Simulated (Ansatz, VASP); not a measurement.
**CoO: VASP beside Ansatz**

```
Co O
1.0
     1.54535    0.89221    2.29848
    -1.54535    0.89221    2.29848
     0.00000   -1.78441    2.29848
Co O
1 1
Direct
  0.00000 0.00000 0.00000
  0.50000 0.50000 0.50000
```

Alike in both runs: functional PBE; k mesh 18 × 18 × 18; occupations gaussian, width 0.1 eV; collinear spin.

Ansatz relaxed the structure, and its values are those at the end. VASP's run is a single point on that final structure, the one shown.

|  | VASP | Ansatz |
| --- | --- | --- |
| version | VASP 6.6.1 | Ansatz 0.2.0 |
| potentials or method | VASP PAW PBE potentials, release 64 (Co, O), cutoff 520 eV | scalar-relativistic, plane waves, PAW |
| valence electrons in the cell | 15 | 23 |

```tsv
	VASP	Ansatz	Ansatz less VASP
gap on the k mesh at the Fermi level (eV)	none	none	-
pressure (GPa)	-0.6	0.0	+0.64
net moment per atom (μB)	1.42	1.44	+0.018
size of the moment on the site where the two differ most (μB)	2.51	2.46	-0.054
```

Site moments also hang on the region over which each program counts them. A gap of «none» marks a metal or a gap that the smearing closes. VASP's potentials hold 15 valence electrons a cell and Ansatz's 23, so a difference there can come from the potentials and not from the codes.
